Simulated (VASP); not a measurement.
# Mg3Sn2N2 (P-3m1) in VASP: a series of runs

Mg3Sn2N2 is run at these levels: PBE; tasks: single point.

Program: VASP 6.6.1. These are calculated values, not measurements. Logs are shortened: lines on timing, memory, paths and dates and some standing lists are left out, and cuts for length are marked.

## (1) The cell of the first run

Symmetry: P-3m1, No. 164, trigonal system. The conventional cell has a = 3.341 Å, b = 3.341 Å, c = 12.311 Å, α = 90.00°, β = 90.00°, γ = 120.00°. Within 3.1 Å of Mg (site symmetry -3m) lie 6 N at 2.35 Å and 6 Mg at 2.84 Å. Within 2.7 Å of Mg (site symmetry 3m) lie 3 N at 2.07 Å. Within 4.3 Å of Sn (site symmetry 3m) lie 9 Sn at 3.24 to 3.34 Å and 3 Mg at 3.38 Å and 1 N at 3.51 Å. Within 2.7 Å of N (site symmetry 3m) lie 6 Mg at 2.07 to 2.35 Å.

## (2) Single point, PBE

Input file INCAR:

```
SYSTEM = Mg3Sn2N2
PREC     = Accurate       ! precision mode
ENCUT    = 520            ! plane-wave cutoff, eV
EDIFF    = 1E-6           ! SCF threshold, eV
ISMEAR   = 0              ! smearing method
SIGMA    = 0.2            ! smearing width, eV
LREAL    = .False.        ! projectors in reciprocal space
LASPH    = .True.         ! aspherical terms in the spheres
NELM     = 100            ! most SCF steps
ALGO     = Normal         ! electronic algorithm
ISIF     = 2              ! what is computed and relaxed
LWAVE    = .False.        ! write WAVECAR
LCHARG   = .False.        ! write CHGCAR
GGA      = PE             ! functional
NBANDS   = 31             ! bands
```

Input file KPOINTS:

```
regular mesh
0
Gamma
  5 5 2
  0 0 0
```

Input file POSCAR:

```
Mg3Sn2N2
1.0
    3.3408005747      0.0000000000      0.0000000000
   -1.6704002874      2.8932181667      0.0000000000
    0.0000000000      0.0000000000     12.3112374171
Mg Sn N
3 2 2
Direct
    0.0000000000      0.0000000000      0.0000000000
    0.6666666667      0.3333333333      0.1689404502
    0.3333333333      0.6666666667      0.8310595498
    0.3333333333      0.6666666667      0.3941411903
    0.6666666667      0.3333333333      0.6058588097
    0.3333333333      0.6666666667      0.1088417262
    0.6666666667      0.3333333333      0.8911582738
```

Potentials or basis: VASP PAW PBE potentials, release 64 (Mg, Sn_d, N).

Command:

```sh
$ cat potpaw_PBE.64/Mg/POTCAR potpaw_PBE.64/Sn_d/POTCAR potpaw_PBE.64/N/POTCAR > POTCAR
$ mpirun -np 1 vasp_std > vasp.out
```

OUTCAR:

```text
SYSTEM = Mg3Sn2N2
   PREC = Accurate
   ENCUT = 520
   EDIFF = 1E-6
   ISMEAR = 0
   LREAL = .False.
   LASPH = .True.
   NELM = 100
   ISIF = 2
   GGA = PE

 ion  position               nearest neighbor table
   1  0.000  0.000  0.000-   6 2.35   7 2.35   7 2.35   6 2.35   7 2.35   6 2.35   2 2.84   3 2.84
                             3 2.84   2 2.84   2 2.84   3 2.84
   2  0.667  0.333  0.169-   6 2.07   6 2.07   6 2.07   1 2.84   1 2.84   1 2.84   4 3.38   4 3.38
                             4 3.38
   3  0.333  0.667  0.831-   7 2.07   7 2.07   7 2.07   1 2.84   1 2.84   1 2.84   5 3.38   5 3.38
                             5 3.38
   4  0.333  0.667  0.394-   5 3.24   5 3.24   5 3.24   2 3.38   2 3.38   2 3.38
   5  0.667  0.333  0.606-   4 3.24   4 3.24   4 3.24   3 3.38   3 3.38   3 3.38
   6  0.333  0.667  0.109-   2 2.07   2 2.07   2 2.07   1 2.35   1 2.35   1 2.35
   7  0.667  0.333  0.891-   3 2.07   3 2.07   3 2.07   1 2.35   1 2.35   1 2.35

  LATTYP: Found a hexagonal cell.
 ALAT       =     3.3408005747
 C/A-ratio  =     3.6851159301

  Lattice vectors:

 A1 = (   3.3408005747,   0.0000000000,   0.0000000000)
 A2 = (  -1.6704002874,   2.8932181667,   0.0000000000)
 A3 = (   0.0000000000,   0.0000000000,  12.3112374171)

Analysis of symmetry for initial positions (statically):
=====================================================================
 Subroutine PRICEL returns:
 Original cell was already a primitive cell.

 Routine SETGRP: Setting up the symmetry group for a
 hexagonal supercell.

 Subroutine GETGRP returns: Found 12 space group operations
 (whereof 12 operations were pure point group operations)
 out of a pool of 24 trial point group operations.

The static configuration has the point symmetry D_3d.

Analysis of symmetry for dynamics (positions and initial velocities):
=====================================================================
 Subroutine PRICEL returns:
 Original cell was already a primitive cell.

 Routine SETGRP: Setting up the symmetry group for a
 hexagonal supercell.

 Subroutine GETGRP returns: Found 12 space group operations
 (whereof 12 operations were pure point group operations)
 out of a pool of 24 trial point group operations.

The dynamic configuration has the point symmetry D_3d.

 Subroutine INISYM returns: Found 12 space group operations
 (whereof 12 operations are pure point group operations),
 and found     1 'primitive' translations

----------------------------------------------------------------------------------------

                                     Primitive cell

  volume of cell :     118.9963

  direct lattice vectors                    reciprocal lattice vectors
     3.340800575  0.000000000  0.000000000     0.299329450  0.172817939  0.000000000
    -1.670400287  2.893218167  0.000000000     0.000000000  0.345635878  0.000000000
     0.000000000  0.000000000 12.311237417     0.000000000  0.000000000  0.081226603

  length of vectors
     3.340800575  3.340800575 12.311237417     0.345635878  0.345635878  0.081226603

  position of ions in fractional coordinates (direct lattice)
     0.000000000  0.000000000  0.000000000
     0.666666667  0.333333333  0.168940450
     0.333333333  0.666666667  0.831059550
     0.333333333  0.666666667  0.394141190
     0.666666667  0.333333333  0.605858810
     0.333333333  0.666666667  0.108841726
     0.666666667  0.333333333  0.891158274

  ion indices of the primitive-cell ions
   primitive index   ion index
                 1           1
                 2           2
                 3           3
                 4           4
                 5           5
                 6           6
                 7           7

----------------------------------------------------------------------------------------

 KPOINTS: regular mesh

Automatic generation of k-mesh.
 Grid dimensions read from file:
 generate k-points for:    5    5    2

 Generating k-lattice:

  Cartesian coordinates                     Fractional coordinates (reciprocal lattice)
     0.059865890  0.034563588  0.000000000     0.200000000  0.000000000  0.000000000
     0.000000000  0.069127176  0.000000000     0.000000000  0.200000000  0.000000000
     0.000000000  0.000000000  0.040613302     0.000000000  0.000000000  0.500000000

  Length of vectors
     0.069127176  0.069127176  0.040613302

  Shift w.r.t. Gamma in fractional coordinates (k-lattice)
     0.000000000  0.000000000  0.000000000

 Subroutine IBZKPT returns following result:
 ===========================================

 Found     10 irreducible k-points:

 Following reciprocal coordinates:
            Coordinates               Weight
  0.000000  0.000000  0.000000      1.000000
  0.200000  0.000000  0.000000      6.000000
  0.400000  0.000000  0.000000      6.000000
  0.200000  0.200000  0.000000      6.000000
  0.400000  0.200000  0.000000      6.000000
  0.000000  0.000000  0.500000      1.000000
  0.200000  0.000000  0.500000      6.000000
  0.400000  0.000000  0.500000      6.000000
  0.200000  0.200000  0.500000      6.000000
  0.400000  0.200000  0.500000      6.000000
   k-points           NKPTS =     10   k-points in BZ     NKDIM =     10   number of bands    NBANDS=     31
   number of dos      NEDOS =    301   number of ions     NIONS =      7
   total plane-waves  NPLWV =  75264
   dimension x,y,z NGX =    28 NGY =   28 NGZ =   96
   dimension x,y,z NGXF=    56 NGYF=   56 NGZF=  192
   ions per type =               3   2   2
   NGX,Y,Z   is equivalent  to a cutoff of  13.93, 13.93, 12.96 a.u.
   NGXF,Y,Z  is equivalent  to a cutoff of  27.87, 27.87, 25.93 a.u.
 SYSTEM =  Mg3Sn2N2
   PREC   = accura    normal or accurate (medium, high low for compatibility)
   ISTART =      0    job   : 0-new  1-cont  2-samecut
   ICHARG =      2    charge: 1-file 2-atom 10-const
   ISPIN  =      1    spin polarized calculation?
   LNONCOLLINEAR =      F non collinear calculations
   LSORBIT =      F    spin-orbit coupling
   LASPH  =      T    aspherical Exc in radial PAW
   ENCUT  =  520.0 eV  38.22 Ry    6.18 a.u.   6.21  6.21 22.89*2*pi/ulx,y,z
   NELM   =    100;   NELMIN=  2; NELMDL= -5     # of ELM steps
   EDIFF  = 0.1E-05   stopping-criterion for ELM
   LREAL  =      F    real-space projection
[... 7 lines left out ...]
   TEBEG  =    0.0;   TEEND  =   0.0 temperature during run
   PSTRESS=    0.0 pullay stress
   NELECT =      44.0000    total number of electrons
   NUPDOWN=      -1.0000    fix difference up-down
   EMIN   =  10.00;   EMAX   =-10.00  energy-range for DOS
   EFERMI =   0.00;   METHOD = LEGACY
   ISMEAR =     0;   SIGMA  =   0.20  broadening in eV -4-tet -1-fermi 0-gaus
   EFERMI_NEDOS =   21; number of points for ismear=-14 and -15
   IALGO  =     38    algorithm
   IMIX   =      4    mixing-type and parameters
     AMIX     =   0.40;   BMIX     =  1.00
     AMIX_MAG =   1.60;   BMIX_MAG =  1.00
  volume/ion in A,a.u.               =      17.00       114.72
  Fermi-wavevector in a.u.,A,eV,Ry     =   1.175027  2.220479 18.785412  1.380689
  Thomas-Fermi vector in A             =   2.311415
   LORBIT       =      0    0 simple, 1 ext, 2 COOP (PROOUT), +10 PAW based schemes
   GGA     = PE    functional components
   LHFCALC =     F    Hartree Fock is set to
   AEXX    =    0.0000 exact exchange contribution
   IVDW    =     0    specifies the selected vdW correction
   LEPSILON=     F    determine dielectric tensor
   LRPA    =     F    only Hartree local field effects (RPA)
 non-spin polarized calculation
 Gauss-broadening in eV      SIGMA  =   0.20
  energy-cutoff  :      520.00
  volume of cell :      119.00
 maximum number of plane-waves:      3210
 NGX is ok and might be reduce to    28
   NGX = 13   NGY = 13   NGZ = 45

 number of electron      44.0000001 magnetization

 Free energy of the ion-electron system (eV)
  ---------------------------------------------------
  ext. energy  EPLUGINS =         0.00000000
  ---------------------------------------------------
  free energy    TOTEN  =       -31.47905996 eV

  energy without entropy =      -31.41590378  energy(sigma->0) =      -31.44748187

 E-fermi :   5.3043     XC(G=0): -10.0723

 val. band max:        5.2514859730   @ k =   0.2000   0.2000   0.5000
 cond. band min:       5.3255561039   @ k =   0.2000   0.2000   0.0000
 fundamental gap:      0.0740701310
 Fermi energy:         5.3042620182

 k-point     1 :       0.0000    0.0000    0.0000
  band No.  band energies     occupation
      1     -16.1080      2.00000
      2     -16.0954      2.00000
      3     -16.0886      2.00000
      4     -16.0886      2.00000
      5     -16.0883      2.00000
      6     -16.0883      2.00000
[... 23 lines left out ...]
     30      14.2081      0.00000
     31      15.3524      0.00000

 k-point     2 :       0.2000    0.0000    0.0000
  band No.  band energies     occupation
      1     -16.1303      2.00000
      2     -16.0978      2.00000
      3     -16.0792      2.00000
      4     -16.0619      2.00000
      5     -16.0548      2.00000
      6     -16.0373      2.00000
[... 23 lines left out ...]
     30      12.5035      0.00000
     31      13.2599      0.00000

 k-point     3 :       0.4000    0.0000    0.0000
  band No.  band energies     occupation
      1     -16.1673      2.00000
      2     -16.1177      2.00000
      3     -16.0994      2.00000
      4     -16.0718      2.00000
      5     -16.0697      2.00000
      6     -15.9741      2.00000
[... 23 lines left out ...]
     30      11.5242      0.00000
     31      12.0246      0.00000

 k-point     4 :       0.2000    0.2000    0.0000
  band No.  band energies     occupation
      1     -16.1206      2.00000
      2     -16.0988      2.00000
      3     -16.0936      2.00000
      4     -16.0572      2.00000
      5     -16.0545      2.00000
      6     -16.0326      2.00000
[... 159 lines left out ...]
     30      11.4207      0.00000
     31      11.9010      0.00000

 k-point     9 :       0.2000    0.2000    0.5000
  band No.  band energies     occupation
      1     -16.1206      2.00000
      2     -16.0988      2.00000
      3     -16.0936      2.00000
      4     -16.0572      2.00000
      5     -16.0545      2.00000
      6     -16.0326      2.00000
[... 23 lines left out ...]
     30      12.4313      0.00000
     31      12.6810      0.00000

 k-point    10 :       0.4000    0.2000    0.5000
  band No.  band energies     occupation
      1     -16.1286      2.00000
      2     -16.1107      2.00000
      3     -16.0798      2.00000
      4     -16.0696      2.00000
      5     -16.0543      2.00000
      6     -15.9782      2.00000
[... 23 lines left out ...]
     30      12.3737      0.00000
     31      12.5585      0.00000

------------------------ aborting loop because EDIFF is reached ----------------------------------------

  FORCE on cell =-STRESS in cart. coord.  units (eV):
  Direction    XX          YY          ZZ          XY          YZ          ZX
  --------------------------------------------------------------------------------------
  -------------------------------------------------------------------------------------
  Total       -0.1869794     -0.1869794     -0.1733199      0.0000000      0.0000000      0.0000000
  in kB       -2.5175079     -2.5175079     -2.3335950      0.0000000      0.0000000      0.0000000
  external PRESSURE =      -2.4562036 kB  Pullay stress =       0.0000000 kB

 VOLUME and BASIS-vectors are now :
 -----------------------------------------------------------------------------
  energy-cutoff  :      520.00
  volume of cell :      119.00
      direct lattice vectors                 reciprocal lattice vectors
     3.340800575  0.000000000  0.000000000     0.299329450  0.172817939  0.000000000
    -1.670400287  2.893218167  0.000000000     0.000000000  0.345635878  0.000000000
     0.000000000  0.000000000 12.311237417     0.000000000  0.000000000  0.081226603

 POSITION                                       TOTAL-FORCE (eV/Angst)
 -----------------------------------------------------------------------------------
      0.00000      0.00000      0.00000         0.000000      0.000000      0.000000
      1.67040      0.96441      2.07987        -0.000000      0.000000     -0.035953
     -0.00000      1.92881     10.23137         0.000000     -0.000000      0.035953
     -0.00000      1.92881      4.85237        -0.000000     -0.000000     -0.007661
      1.67040      0.96441      7.45887         0.000000      0.000000      0.007661
     -0.00000      1.92881      1.33998         0.000000      0.000000     -0.002449
      1.67040      0.96441     10.97126         0.000000     -0.000000      0.002449
 -----------------------------------------------------------------------------------
    total drift:                                0.000000     -0.000000      0.000000

  FREE ENERGIE OF THE ION-ELECTRON SYSTEM (eV)
  ---------------------------------------------------
  free  energy   TOTEN  =       -31.4790599568 eV

  energy  without entropy=      -31.4159037838  energy(sigma->0) =      -31.44748187
```

Wall time 29 s (1 thread of Intel Xeon 6975P-C (Granite Rapids), shared host); peak memory 0.26 GiB.

What came out:

| Quantity | Value |
| --- | --- |
| Free energy | -31.4791 eV |
| Pressure | -0.2 GPa |
| Largest force | 0.036 eV/Å |
| Band gap on the k mesh | zero (band 22 reaches 7.09 eV, above the bottom of band 23 at 4.65 eV) |

Forces on the atoms (eV/Å):
```
Mg   0.000  0.000  0.000
Mg   0.000  0.000 -0.036
Mg   0.000  0.000  0.036
Sn   0.000  0.000 -0.008
Sn   0.000  0.000  0.008
N    0.000  0.000 -0.002
N    0.000  0.000  0.002
```

Caveat: the k points lie up to 0.43 Å⁻¹ apart; spin-orbit coupling is left out, which moves the levels of the heavy elements.

(Continued in part 2 of 2.)
